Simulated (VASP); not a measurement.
# Ge (Fd-3m) in VASP: notebook, part 2 of 2

VASP 6.6.1.

## Step 3: Single point, r2SCAN

Contents of POSCAR:

```
Ge
1.0
    0.0000000000      2.8360149687      2.8360149687
    2.8360149687      0.0000000000      2.8360149687
    2.8360149687      2.8360149687      0.0000000000
Ge
2
Direct
    0.5000000000      0.5000000000      0.5000000000
    0.7500000000      0.7500000000      0.7500000000
```

Contents of INCAR.step1:

```
SYSTEM = Ge
PREC = Accurate
ENCUT = 520
ISMEAR = -1
SIGMA = 0.05
LREAL = .False.
LASPH = .True.
NELM = 100
NBANDS = 21
GGA = PE
ALGO = Normal
EDIFF = 1E-4
LWAVE = .True.
LCHARG = .False.
```

Contents of INCAR.step2:

```
SYSTEM = Ge
PREC = Accurate
ENCUT = 520
EDIFF = 1E-7
ISMEAR = -1
SIGMA = 0.05
LREAL = .False.
LASPH = .True.
NELM = 100
ALGO = Normal
ISIF = 2
LWAVE = .False.
LCHARG = .False.
METAGGA = R2SCAN
LMIXTAU = .True.
NBANDS = 21
ISTART = 1
```

Contents of KPOINTS:

```
Automatic mesh
0
Gamma
  10 10 10
  0 0 0
```

Potentials or basis: VASP PAW PBE potentials, release 64 (Ge_d).

Command:

```sh
$ cat potpaw_PBE.64/Ge_d/POTCAR > POTCAR
$ cp INCAR.step1 INCAR
$ mpirun -np 1 vasp_std > vasp.out
$ cp INCAR.step2 INCAR
$ mpirun -np 1 vasp_std > vasp.out
```

OUTCAR:

```text
SYSTEM = Ge
   PREC = Accurate
   ENCUT = 520
   EDIFF = 1E-7
   ISMEAR = -1
   LREAL = .False.
   LASPH = .True.
   NELM = 100
   ISIF = 2
   METAGGA = R2SCAN
   ISTART = 1

 ion  position               nearest neighbor table
   1  0.500  0.500  0.500-   2 2.46   2 2.46   2 2.46   2 2.46
   2  0.750  0.750  0.750-   1 2.46   1 2.46   1 2.46   1 2.46

  LATTYP: Found a face centered cubic cell.
 ALAT       =     5.6720299374

  Lattice vectors:

 A1 = (   0.0000000000,   2.8360149687,   2.8360149687)
 A2 = (   2.8360149687,   0.0000000000,   2.8360149687)
 A3 = (   2.8360149687,   2.8360149687,   0.0000000000)

Analysis of symmetry for initial positions (statically):
=====================================================================
 Subroutine PRICEL returns:
 Original cell was already a primitive cell.

 Routine SETGRP: Setting up the symmetry group for a
 face centered cubic supercell.

 Subroutine GETGRP returns: Found 48 space group operations
[... 161 lines left out ...]
  ext. energy  EPLUGINS =         0.00000000
  ---------------------------------------------------
  free energy    TOTEN  =       -27.74252415 eV

  energy without entropy =      -27.74243418  energy(sigma->0) =      -27.74247917

 E-fermi :   4.9053     XC(G=0): -10.7801

 val. band max:        4.7274565872   @ k =   0.0000   0.0000   0.0000
 cond. band min:       5.0587833773   @ k =   0.0000   0.0000   0.0000
 fundamental gap:      0.3313267901
 Fermi energy:         4.9052510989

 k-point     1 :       0.0000    0.0000    0.0000
  band No.  band energies     occupation
      1     -20.7568      2.00000
      2     -20.7568      2.00000
      3     -20.7567      2.00000
      4     -20.7180      2.00000
      5     -20.7180      2.00000
      6     -20.5045      2.00000
[... 565 lines left out ...]
     20      17.0324      0.00000
     21      17.0471      0.00000

 [... further k-points ...]

------------------------ aborting loop because EDIFF is reached ----------------------------------------

  FORCE on cell =-STRESS in cart. coord.  units (eV):
  Direction    XX          YY          ZZ          XY          YZ          ZX
  --------------------------------------------------------------------------------------
  -------------------------------------------------------------------------------------
  Total        0.0397577      0.0397577      0.0397577      0.0000000      0.0000000      0.0000000
  in kB        1.3962917      1.3962917      1.3962917      0.0000000      0.0000000      0.0000000
  external PRESSURE =       1.3962917 kB  Pullay stress =       0.0000000 kB

 VOLUME and BASIS-vectors are now :
 -----------------------------------------------------------------------------
  energy-cutoff  :      520.00
  volume of cell :       45.62
      direct lattice vectors                 reciprocal lattice vectors
     0.000000000  2.836014969  2.836014969    -0.176303724  0.176303724  0.176303724
     2.836014969  0.000000000  2.836014969     0.176303724 -0.176303724  0.176303724
     2.836014969  2.836014969  0.000000000     0.176303724  0.176303724 -0.176303724

 POSITION                                       TOTAL-FORCE (eV/Angst)
 -----------------------------------------------------------------------------------
      2.83601      2.83601      2.83601        -0.000000     -0.000000     -0.000000
      4.25402      4.25402      4.25402         0.000000      0.000000      0.000000
 -----------------------------------------------------------------------------------
    total drift:                                0.000000     -0.000000     -0.000000

  FREE ENERGIE OF THE ION-ELECTRON SYSTEM (eV)
  ---------------------------------------------------
  free  energy   TOTEN  =       -27.7425241522 eV

  energy  without entropy=      -27.7424341816  energy(sigma->0) =      -27.74247917
```

OUTCAR.step1:

```text
SYSTEM = Ge
   PREC = Accurate
   ENCUT = 520
   ISMEAR = -1
   LREAL = .False.
   LASPH = .True.
[... 799 lines left out ...]
      2.83601      2.83601      2.83601        -0.000000     -0.000000      0.000000
      4.25402      4.25402      4.25402         0.000000      0.000000     -0.000000
 -----------------------------------------------------------------------------------
    total drift:                                0.000000     -0.000000     -0.000000

  FREE ENERGIE OF THE ION-ELECTRON SYSTEM (eV)
  ---------------------------------------------------
  free  energy   TOTEN  =        -9.0139694543 eV

  energy  without entropy=       -9.0134737870  energy(sigma->0) =       -9.01372162
```

Run time: 5.2 min. Hardware: 1 thread of Intel Xeon 8259CL, shared host; peak memory 0.19 GiB.

Results:

```
Free energy            : -27.7425 eV
Pressure               : 0.1 GPa
Band gap on the k mesh : 0.33 eV
```

Levels at points of the mesh, in eV from the valence-band top:
```tsv
k point	band 11	band 12	band 13	band 14	band 15	band 16	band 17	band 18
(0.00, 0.00, 0.00)	-13.25	0.00	0.00	0.00	0.33	2.71	2.71	2.71
(0.50, 0.00, 0.00)	-11.07	-7.83	-1.47	-1.47	0.42	3.99	3.99	7.65
(0.50, 0.50, 0.00)	-9.19	-9.19	-3.20	-3.20	0.98	0.98	10.04	10.04
```

Caveat: the PAW data sets were made with another functional, which shifts forces and pressure a little.

## Step 4: Single point, r2SCAN

POSCAR is that of step 3.

Contents of INCAR.step1:

```
  PREC = Accurate
  ENCUT = 520
  ISMEAR = -1
  SIGMA = 0.01
  LREAL = F
  LASPH = T
  NELM = 80
  NBANDS = 21
  GGA = PE
  ALGO = Normal
  EDIFF = 1E-4
  LWAVE = T
  LCHARG = F
```

Contents of INCAR.step2:

```
  PREC = Accurate
  ENCUT = 520
  EDIFF = 1E-6
  ISMEAR = -1
  SIGMA = 0.01
  LREAL = F
  LASPH = T
  NELM = 80
  ALGO = Normal
  ISIF = 2
  LWAVE = F
  LCHARG = F
  METAGGA = R2SCAN
  LMIXTAU = T
  NBANDS = 21
  ISTART = 1
```

Contents of KPOINTS:

```
Automatic mesh
0
Gamma
  10 10 10
```

Command:

```sh
$ cat potpaw_PBE.64/Ge_d/POTCAR > POTCAR
$ cp INCAR.step1 INCAR
$ mpirun -np 1 vasp_std > vasp.out
$ cp INCAR.step2 INCAR
$ mpirun -np 1 vasp_std > vasp.out
```

Run time: 3.8 min. Hardware: 1 thread of Intel Xeon 8259CL, shared host; peak memory 0.18 GiB.

The run converged. Its results:

| Item | Value |
| --- | --- |
| Free energy | -27.7425 eV |
| Pressure | 0.1 GPa |
| Band gap on the k mesh | 0.33 eV |

Levels at points of the mesh, in eV from the valence-band top:
```tsv
k point	band 10	band 11	band 12	band 13	band 14	band 15	band 16	band 17	band 18	band 19
(0.00, 0.00, 0.00)	-25.21	-13.25	0.00	0.00	0.00	0.33	2.71	2.71	2.71	7.04
(0.50, 0.00, 0.00)	-25.19	-11.07	-7.83	-1.47	-1.47	0.42	3.99	3.99	7.65	11.16
(0.50, 0.50, 0.00)	-25.18	-9.19	-9.19	-3.20	-3.20	0.98	0.98	10.04	10.04	12.27
```

Caveat: the PAW data sets were made with another functional, which shifts forces and pressure a little. A k mesh can miss the band edges.

## Step 5: Single point, r2SCAN

POSCAR is that of step 4.

Contents of INCAR.step1:

```
  PREC = Accurate
  ENCUT = 520
  ISMEAR = -1
  SIGMA = 0.03
  LREAL = False
  LASPH = True
  NELM = 80
  NBANDS = 21
  GGA = PE
  ALGO = Normal
  EDIFF = 1E-4
  LWAVE = True
  LCHARG = False
```

Contents of INCAR.step2:

```
  PREC = Accurate
  ENCUT = 520
  EDIFF = 1E-6
  ISMEAR = -1
  SIGMA = 0.03
  LREAL = False
  LASPH = True
  NELM = 80
  ALGO = Normal
  ISIF = 2
  LWAVE = False
  LCHARG = False
  METAGGA = R2SCAN
  LMIXTAU = True
  NBANDS = 21
  ISTART = 1
```

KPOINTS is that of step 4.

Potentials or basis: VASP PAW PBE potentials, release 64 (Ge_d).

Command:

```sh
$ cat potpaw_PBE.64/Ge_d/POTCAR > POTCAR
$ cp INCAR.step1 INCAR
$ mpirun -np 1 vasp_std > vasp.out
$ cp INCAR.step2 INCAR
$ mpirun -np 1 vasp_std > vasp.out
```

OUTCAR:

```text
PREC = Accurate
   ENCUT = 520
   EDIFF = 1E-6
   ISMEAR = -1
   LREAL = False
   LASPH = True
   NELM = 80
   ISIF = 2
   METAGGA = R2SCAN
   ISTART = 1

 ion  position               nearest neighbor table
   1  0.500  0.500  0.500-   2 2.46   2 2.46   2 2.46   2 2.46
   2  0.750  0.750  0.750-   1 2.46   1 2.46   1 2.46   1 2.46

  LATTYP: Found a face centered cubic cell.
 ALAT       =     5.6720299374

  Lattice vectors:

 A1 = (   0.0000000000,   2.8360149687,   2.8360149687)
 A2 = (   2.8360149687,   0.0000000000,   2.8360149687)
 A3 = (   2.8360149687,   2.8360149687,   0.0000000000)

Analysis of symmetry for initial positions (statically):
=====================================================================
 Subroutine PRICEL returns:
 Original cell was already a primitive cell.

 Routine SETGRP: Setting up the symmetry group for a
 face centered cubic supercell.

 Subroutine GETGRP returns: Found 48 space group operations
[... 161 lines left out ...]
  ext. energy  EPLUGINS =         0.00000000
  ---------------------------------------------------
  free energy    TOTEN  =       -27.74250610 eV

  energy without entropy =      -27.74249974  energy(sigma->0) =      -27.74250292

 E-fermi :   4.9062     XC(G=0): -10.7800

 val. band max:        4.7274854672   @ k =   0.0000   0.0000   0.0000
 cond. band min:       5.0585681815   @ k =   0.0000   0.0000   0.0000
 fundamental gap:      0.3310827143
 Fermi energy:         4.9062491669

 k-point     1 :       0.0000    0.0000    0.0000
  band No.  band energies     occupation
      1     -20.7566      2.00000
      2     -20.7566      2.00000
      3     -20.7566      2.00000
      4     -20.7178      2.00000
      5     -20.7178      2.00000
      6     -20.5043      2.00000
[... 565 lines left out ...]
     20      17.0320      0.00000
     21      17.0472      0.00000

 [... further k-points ...]

------------------------ aborting loop because EDIFF is reached ----------------------------------------

  FORCE on cell =-STRESS in cart. coord.  units (eV):
  Direction    XX          YY          ZZ          XY          YZ          ZX
  --------------------------------------------------------------------------------------
  -------------------------------------------------------------------------------------
  Total        0.0413865      0.0413865      0.0413865      0.0000000      0.0000000      0.0000000
  in kB        1.4534961      1.4534961      1.4534961      0.0000000      0.0000000      0.0000000
  external PRESSURE =       1.4534961 kB  Pullay stress =       0.0000000 kB

 VOLUME and BASIS-vectors are now :
 -----------------------------------------------------------------------------
  energy-cutoff  :      520.00
  volume of cell :       45.62
      direct lattice vectors                 reciprocal lattice vectors
     0.000000000  2.836014969  2.836014969    -0.176303724  0.176303724  0.176303724
     2.836014969  0.000000000  2.836014969     0.176303724 -0.176303724  0.176303724
     2.836014969  2.836014969  0.000000000     0.176303724  0.176303724 -0.176303724

 POSITION                                       TOTAL-FORCE (eV/Angst)
 -----------------------------------------------------------------------------------
      2.83601      2.83601      2.83601         0.000000      0.000000      0.000000
      4.25402      4.25402      4.25402        -0.000000     -0.000000     -0.000000
 -----------------------------------------------------------------------------------
    total drift:                                0.000000     -0.000000     -0.000000

  FREE ENERGIE OF THE ION-ELECTRON SYSTEM (eV)
  ---------------------------------------------------
  free  energy   TOTEN  =       -27.7425061047 eV

  energy  without entropy=      -27.7424997423  energy(sigma->0) =      -27.74250292
```

Run time: 3.5 min. Hardware: 1 thread of Intel Xeon 8259CL, shared host; peak memory 0.19 GiB.

Results:

- Free energy: -27.7425 eV
- Pressure: 0.1 GPa
- Band gap on the k mesh: 0.33 eV

Levels at points of the mesh, in eV from the valence-band top:
```
           k point  band 11  band 12  band 13  band 14  band 15  band 16  band 17  band 18
(0.00, 0.00, 0.00)   -13.25     0.00     0.00     0.00     0.33     2.71     2.71     2.71
(0.50, 0.00, 0.00)   -11.07    -7.83    -1.47    -1.47     0.42     3.99     3.99     7.65
(0.50, 0.50, 0.00)    -9.19    -9.19    -3.20    -3.20     0.98     0.98    10.04    10.04
```

Caveat: the PAW data sets were made with another functional, which shifts forces and pressure a little. A k mesh can miss the band edges.

## Step 6: Single point, r2SCAN

POSCAR is that of step 5.

Contents of INCAR.step1:

```
  ALGO = Normal
  EDIFF = 1E-4
  ENCUT = 520
  GGA = PE
  ISMEAR = -1
  LASPH = T
  LCHARG = F
  LREAL = F
  LWAVE = T
  NBANDS = 21
  NELM = 100
  PREC = Accurate
  SIGMA = 0.1
```

Contents of INCAR.step2:

```
  ALGO = Normal
  EDIFF = 1E-7
  ENCUT = 520
  ISIF = 2
  ISMEAR = -1
  ISTART = 1
  LASPH = T
  LCHARG = T
  LELF = T
  LMIXTAU = T
  LREAL = F
  LVHAR = T
  LWAVE = F
  METAGGA = R2SCAN
  NBANDS = 21
  NELM = 100
  PREC = Accurate
  SIGMA = 0.1
```

Contents of KPOINTS:

```
k-points
0
Gamma
  10 10 10
```

Potentials or basis: VASP PAW PBE potentials, release 64 (Ge_d).

Command:

```sh
$ cat potpaw_PBE.64/Ge_d/POTCAR > POTCAR
$ cp INCAR.step1 INCAR
$ mpirun -np 1 vasp_std > vasp.out
$ cp INCAR.step2 INCAR
$ mpirun -np 1 vasp_std > vasp.out
```

Wall time 4.7 min (1 thread of Intel Xeon 8259CL, shared host); peak memory 0.19 GiB.

Results (log left out):

| Property | Result |
| --- | --- |
| Free energy | -27.7429 eV |
| Pressure | 0.2 GPa |
| Band gap on the k mesh | 0.33 eV |

Levels at points of the mesh, in eV from the valence-band top:
| k point | band 12 | band 13 | band 14 | band 15 | band 16 | band 17 |
| --- | --- | --- | --- | --- | --- | --- |
| (0.00, 0.00, 0.00) | 0.00 | 0.00 | 0.00 | 0.33 | 2.71 | 2.71 |
| (0.50, 0.00, 0.00) | -7.83 | -1.47 | -1.47 | 0.42 | 3.99 | 3.99 |
| (0.50, 0.50, 0.00) | -9.19 | -3.20 | -3.20 | 0.98 | 0.98 | 10.04 |

Caveat: the PAW data sets were made with another functional, which shifts forces and pressure a little. A k mesh can miss the band edges.

## Step 7: The runs side by side

| smearing | gap on the mesh (eV) | pressure (GPa) |
| --- | --- | --- |
| fermi-dirac 0.05 eV | 0.33 | 0.1 |
| fermi-dirac 0.01 eV | 0.33 | 0.1 |
| fermi-dirac 0.03 eV | 0.33 | 0.1 |
| fermi-dirac 0.1 eV | 0.33 | 0.2 |

Alike in all rows: task single point; level r2SCAN; potentials or basis VASP PAW PBE potentials, release 64 (Ge_d); no spin polarisation; cell as given; k mesh 10 × 10 × 10; cutoff (eV) 520.

Caveats: the PAW data sets were made with another functional, which shifts forces and pressure a little.

Absolute energies hang on the potentials; compare differences alone.
